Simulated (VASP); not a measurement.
# SnAs (Fm-3m) in VASP: further runs

The runs below take SnAs through single point, with LDA.

Program: VASP 6.6.1. These are calculated values, not measurements. Logs are shortened: lines on timing, memory, paths and dates and some standing lists are left out, and cuts for length are marked.

## 1. The cell of the first run

Symmetry: Fm-3m, No. 225, cubic system. The conventional cell has a = 5.681 Å, b = 5.681 Å, c = 5.681 Å, α = 90.00°, β = 90.00°, γ = 90.00°. Sn (site symmetry m-3m) has 6 As at 2.84 Å within 3.7 Å. Within 3.7 Å of As (site symmetry m-3m) lie 6 Sn at 2.84 Å.

## 2. Single point, LDA

File INCAR:

```
SYSTEM = SnAs
  PREC = Accurate
  ENCUT = 520
  EDIFF = 1E-6
  ISMEAR = 1
  SIGMA = 0.1
  LREAL = .False.
  LASPH = .True.
  NELM = 60
  ALGO = Normal
  ISIF = 2
  LWAVE = .False.
  LCHARG = .True.
  GGA = CA
  LELF = .True.
  LVHAR = .True.
  NBANDS = 16
```

File KPOINTS:

```
regular mesh
0
Gamma
  9 9 9
  0 0 0
```

File POSCAR:

```
SnAs
1.0
    4.0170740000      0.0000000000      0.0000000000
    2.0085370000      3.4788881329      0.0000000000
    2.0085370000      1.1596293776      3.2799271863
Sn As
1 1
Direct
    0.0000000000      0.0000000000      0.0000000000
    0.5000000000      0.5000000000      0.5000000000
```

Potentials or basis: VASP PAW LDA potentials, release 64 (Sn_d, As).

On the command line:

```
> cat potpaw_LDA.64/Sn_d/POTCAR potpaw_LDA.64/As/POTCAR > POTCAR
> mpirun -np 1 vasp_std > vasp.out
```

OUTCAR:

```text
SYSTEM = SnAs
   PREC = Accurate
   ENCUT = 520
   EDIFF = 1E-6
   ISMEAR = 1
   LREAL = .False.
   LASPH = .True.
   NELM = 60
   ISIF = 2
   GGA = CA

 ion  position               nearest neighbor table
   1  0.000  0.000  0.000-   2 2.84   2 2.84   2 2.84   2 2.84   2 2.84   2 2.84
   2  0.500  0.500  0.500-   1 2.84   1 2.84   1 2.84   1 2.84   1 2.84   1 2.84

  LATTYP: Found a face centered cubic cell.
 ALAT       =     5.6810005319

  Lattice vectors:

 A1 = (   4.0170740000,   0.0000000000,   0.0000000000)
 A2 = (   2.0085370000,   3.4788881329,   0.0000000000)
 A3 = (   2.0085370000,   1.1596293776,   3.2799271863)

Analysis of symmetry for initial positions (statically):
=====================================================================
 Subroutine PRICEL returns:
 Original cell was already a primitive cell.

 Routine SETGRP: Setting up the symmetry group for a
 face centered cubic supercell.

 Subroutine GETGRP returns: Found 48 space group operations
 (whereof 48 operations were pure point group operations)
 out of a pool of 48 trial point group operations.

The static configuration has the point symmetry O_h .

Analysis of symmetry for dynamics (positions and initial velocities):
=====================================================================
 Subroutine PRICEL returns:
 Original cell was already a primitive cell.

 Routine SETGRP: Setting up the symmetry group for a
 face centered cubic supercell.

 Subroutine GETGRP returns: Found 48 space group operations
 (whereof 48 operations were pure point group operations)
 out of a pool of 48 trial point group operations.

The dynamic configuration has the point symmetry O_h .

 Subroutine INISYM returns: Found 48 space group operations
 (whereof 48 operations are pure point group operations),
 and found     1 'primitive' translations

----------------------------------------------------------------------------------------

                                     Primitive cell

  volume of cell :      45.8368

  direct lattice vectors                    reciprocal lattice vectors
     4.017074000  0.000000000  0.000000000     0.248937411 -0.143724081 -0.101628272
     2.008537000  3.478888133  0.000000000     0.000000000  0.287448162 -0.101628272
     2.008537000  1.159629378  3.279927186     0.000000000  0.000000000  0.304884817

  length of vectors
     4.017074000  4.017074000  4.017074000     0.304884817  0.304884817  0.304884817

  position of ions in fractional coordinates (direct lattice)
     0.000000000  0.000000000  0.000000000
     0.500000000  0.500000000  0.500000000

  ion indices of the primitive-cell ions
   primitive index   ion index
                 1           1
                 2           2

----------------------------------------------------------------------------------------

 KPOINTS: regular mesh

Automatic generation of k-mesh.
 Grid dimensions read from file:
 generate k-points for:    9    9    9

 Generating k-lattice:

  Cartesian coordinates                     Fractional coordinates (reciprocal lattice)
     0.027659712 -0.015969342 -0.011292030     0.111111111  0.000000000 -0.000000000
     0.000000000  0.031938685 -0.011292030     0.000000000  0.111111111  0.000000000
     0.000000000  0.000000000  0.033876091     0.000000000  0.000000000  0.111111111

  Length of vectors
     0.033876091  0.033876091  0.033876091

  Shift w.r.t. Gamma in fractional coordinates (k-lattice)
     0.000000000  0.000000000  0.000000000

 Subroutine IBZKPT returns following result:
 ===========================================

 Found     35 irreducible k-points:

 Following reciprocal coordinates:
            Coordinates               Weight
  0.000000  0.000000  0.000000      1.000000
  0.111111  0.000000  0.000000      8.000000
  0.222222  0.000000 -0.000000      8.000000
  0.333333  0.000000  0.000000      8.000000
  0.444444  0.000000 -0.000000      8.000000
  0.111111  0.111111  0.000000      6.000000
[... 16 lines left out ...]
 -0.333333  0.333333 -0.000000     12.000000
  0.444444  0.444444  0.000000      6.000000
 [... further k-points ...]
   k-points           NKPTS =     35   k-points in BZ     NKDIM =     35   number of bands    NBANDS=     16
   number of dos      NEDOS =    301   number of ions     NIONS =      2
   total plane-waves  NPLWV =  27000
   dimension x,y,z NGX =    30 NGY =   30 NGZ =   30
   dimension x,y,z NGXF=    60 NGYF=   60 NGZF=   60
   ions per type =               1   1
   NGX,Y,Z   is equivalent  to a cutoff of  12.42, 12.42, 12.42 a.u.
   NGXF,Y,Z  is equivalent  to a cutoff of  24.83, 24.83, 24.83 a.u.
 SYSTEM =  SnAs
   PREC   = accura    normal or accurate (medium, high low for compatibility)
   ISTART =      0    job   : 0-new  1-cont  2-samecut
   ICHARG =      2    charge: 1-file 2-atom 10-const
   ISPIN  =      1    spin polarized calculation?
   LNONCOLLINEAR =      F non collinear calculations
   LSORBIT =      F    spin-orbit coupling
   LASPH  =      T    aspherical Exc in radial PAW
   ENCUT  =  520.0 eV  38.22 Ry    6.18 a.u.   7.47  7.47  7.47*2*pi/ulx,y,z
   NELM   =     60;   NELMIN=  2; NELMDL= -5     # of ELM steps
   EDIFF  = 0.1E-05   stopping-criterion for ELM
   LREAL  =      F    real-space projection
   EDIFFG = 0.1E-04   stopping-criterion for IOM
   NSW    =      0    number of steps for IOM
   IBRION =     -1    ionic relax: 0-MD 1-quasi-New 2-CG
   NFREE  =      0    steps in history (QN), initial steepest desc. (CG)
   ISIF   =      2    stress and relaxation
   ISYM   =      2    0-nonsym 1-usesym 2-fastsym
   POTIM  = 0.5000    time-step for ionic-motion
   TEBEG  =    0.0;   TEEND  =   0.0 temperature during run
   PSTRESS=    0.0 pullay stress
   NELECT =      19.0000    total number of electrons
   NUPDOWN=      -1.0000    fix difference up-down
   EMIN   =  10.00;   EMAX   =-10.00  energy-range for DOS
   EFERMI =   0.00;   METHOD = LEGACY
   ISMEAR =     1;   SIGMA  =   0.10  broadening in eV -4-tet -1-fermi 0-gaus
   EFERMI_NEDOS =   21; number of points for ismear=-14 and -15
   IALGO  =     38    algorithm
   IMIX   =      4    mixing-type and parameters
     AMIX     =   0.40;   BMIX     =  1.00
     AMIX_MAG =   1.60;   BMIX_MAG =  1.00
  volume/ion in A,a.u.               =      22.92       154.66
  Fermi-wavevector in a.u.,A,eV,Ry     =   1.220641  2.306677 20.272189  1.489964
  Thomas-Fermi vector in A             =   2.355851
   LORBIT       =      0    0 simple, 1 ext, 2 COOP (PROOUT), +10 PAW based schemes
   GGA     = CA    functional components
   LHFCALC =     F    Hartree Fock is set to
   AEXX    =    0.0000 exact exchange contribution
   IVDW    =     0    specifies the selected vdW correction
   LEPSILON=     F    determine dielectric tensor
   LRPA    =     F    only Hartree local field effects (RPA)
 non-spin polarized calculation
 Methfessel and Paxton  Order N= 1 SIGMA  =   0.10
  energy-cutoff  :      520.00
  volume of cell :       45.84
 maximum number of plane-waves:      1258
 NGX is ok and might be reduce to    30
   NGX = 15   NGY = 15   NGZ = 15

 number of electron      18.9999997 magnetization

 Free energy of the ion-electron system (eV)
  ---------------------------------------------------
  ext. energy  EPLUGINS =         0.00000000
  ---------------------------------------------------
  free energy    TOTEN  =       -10.03658673 eV

  energy without entropy =      -10.03552798  energy(sigma->0) =      -10.03623382

 E-fermi :   7.2676     XC(G=0): -10.6388

 val. band max:        7.1622409851   @ k =   0.4444   0.1111  -0.0000
 cond. band min:       7.2713343471   @ k =   0.4444   0.2222   0.1111
 fundamental gap:      0.1090933620
 Fermi energy:         7.2675790853

 k-point     1 :       0.0000    0.0000    0.0000
  band No.  band energies     occupation
      1     -14.2977      2.00000
      2     -14.2977      2.00000
      3     -14.2832      2.00000
      4     -14.2832      2.00000
      5     -14.2832      2.00000
      6      -6.1878      2.00000
[... 8 lines left out ...]
     15      13.2627      0.00000
     16      13.2627      0.00000

 k-point     2 :       0.1111    0.0000    0.0000
  band No.  band energies     occupation
      1     -14.2991      2.00000
      2     -14.2991      2.00000
      3     -14.2828      2.00000
      4     -14.2808      2.00000
      5     -14.2808      2.00000
      6      -6.0366      2.00000
[... 8 lines left out ...]
     15      13.6225      0.00000
     16      13.6225      0.00000

 k-point     3 :       0.2222    0.0000   -0.0000
  band No.  band energies     occupation
      1     -14.3037      2.00000
      2     -14.3037      2.00000
      3     -14.2817      2.00000
      4     -14.2737      2.00000
      5     -14.2737      2.00000
      6      -5.5930      2.00000
[... 8 lines left out ...]
     15      14.5237      0.00000
     16      14.5237      0.00000

 k-point     4 :       0.3333    0.0000    0.0000
  band No.  band energies     occupation
      1     -14.3094      2.00000
      2     -14.3094      2.00000
      3     -14.2807      2.00000
      4     -14.2651      2.00000
      5     -14.2651      2.00000
      6      -4.9042      2.00000
[... 8 lines left out ...]
     15      15.9131      0.00000
     16      15.9131      0.00000
[... 324 lines left out ...]
 k-point    22 :      -0.4444    0.3333    0.0000
  band No.  band energies     occupation
      1     -14.3403      2.00000
      2     -14.2922      2.00000
      3     -14.2868      2.00000
      4     -14.2556      2.00000
      5     -14.2512      2.00000
      6      -3.4670      2.00000
[... 8 lines left out ...]
     15      18.2693      0.00000
     16      18.3316      0.00000

 k-point    23 :      -0.3333    0.3333   -0.0000
  band No.  band energies     occupation
      1     -14.3310      2.00000
      2     -14.2995      2.00000
      3     -14.2766      2.00000
      4     -14.2628      2.00000
      5     -14.2553      2.00000
      6      -3.4825      2.00000
[... 8 lines left out ...]
     15      16.7664      0.00000
     16      17.2777      0.00000

 k-point    24 :       0.4444    0.4444    0.0000
  band No.  band energies     occupation
      1     -14.3518      2.00000
      2     -14.2974      2.00000
      3     -14.2827      2.00000
      4     -14.2479      2.00000
      5     -14.2479      2.00000
      6      -3.6080      2.00000
[... 8 lines left out ...]
     15      18.7806      0.00000
     16      20.7917      0.00000

 [... further k-points ...]

------------------------ aborting loop because EDIFF is reached ----------------------------------------

  FORCE on cell =-STRESS in cart. coord.  units (eV):
  Direction    XX          YY          ZZ          XY          YZ          ZX
  --------------------------------------------------------------------------------------
  -------------------------------------------------------------------------------------
  Total       -0.0536623     -0.0536623     -0.0536623     -0.0000000      0.0000000      0.0000000
  in kB       -1.8757072     -1.8757072     -1.8757072     -0.0000000      0.0000000      0.0000000
  external PRESSURE =      -1.8757072 kB  Pullay stress =       0.0000000 kB

 VOLUME and BASIS-vectors are now :
 -----------------------------------------------------------------------------
  energy-cutoff  :      520.00
  volume of cell :       45.84
      direct lattice vectors                 reciprocal lattice vectors
     4.017074000  0.000000000  0.000000000     0.248937411 -0.143724081 -0.101628272
     2.008537000  3.478888133  0.000000000     0.000000000  0.287448162 -0.101628272
     2.008537000  1.159629378  3.279927186     0.000000000  0.000000000  0.304884817

 POSITION                                       TOTAL-FORCE (eV/Angst)
 -----------------------------------------------------------------------------------
      0.00000      0.00000      0.00000         0.000000      0.000000      0.000000
      4.01707      2.31926      1.63996        -0.000000     -0.000000      0.000000
 -----------------------------------------------------------------------------------
    total drift:                                0.000000     -0.000000     -0.000000

  FREE ENERGIE OF THE ION-ELECTRON SYSTEM (eV)
  ---------------------------------------------------
  free  energy   TOTEN  =       -10.0365867309 eV

  energy  without entropy=      -10.0355279839  energy(sigma->0) =      -10.03623382
```

It took 25 s on 1 thread of Intel Xeon 8259CL, shared host; peak memory 0.16 GiB.

What came out:

- Free energy: -10.0366 eV
- Pressure: -0.2 GPa

Caveat: spin-orbit coupling is left out, which moves the levels of the heavy elements.

## 3. Single point, LDA

File INCAR:

```
SYSTEM = SnAs
PREC = Accurate
ENCUT = 520
EDIFF = 1E-6
ISMEAR = 1
SIGMA = 0.1
LREAL = .FALSE.
LASPH = .TRUE.
NELM = 80
ALGO = Normal
ISIF = 2
LWAVE = .FALSE.
LCHARG = .FALSE.
NBANDS = 16
```

File KPOINTS:

```
Automatic mesh
0
G
  9 9 9
  0 0 0
```

POSCAR is that of step 2.

Potentials or basis: VASP PAW LDA potentials, release 64 (Sn_d, As).

On the command line:

```
> cat potpaw_LDA.64/Sn_d/POTCAR potpaw_LDA.64/As/POTCAR > POTCAR
> mpirun -np 1 vasp_std > vasp.out
```

Wall time 30 s (1 thread of Intel Xeon 8259CL, shared host); peak memory 0.16 GiB.

Results (log left out):

```
Free energy : -10.0366 eV
Pressure    : -0.2 GPa
```

Levels at points of the mesh, in eV from the Fermi level:
```tsv
k point	band 6	band 7	band 8	band 9	band 10	band 11	band 12	band 13	band 14	band 15
(0.00, 0.00, 0.00)	-13.46	-2.72	-1.21	-1.21	-1.21	5.42	5.42	5.42	6.00	6.00
```

Caveat: spin-orbit coupling is left out, which moves the levels of the heavy elements.
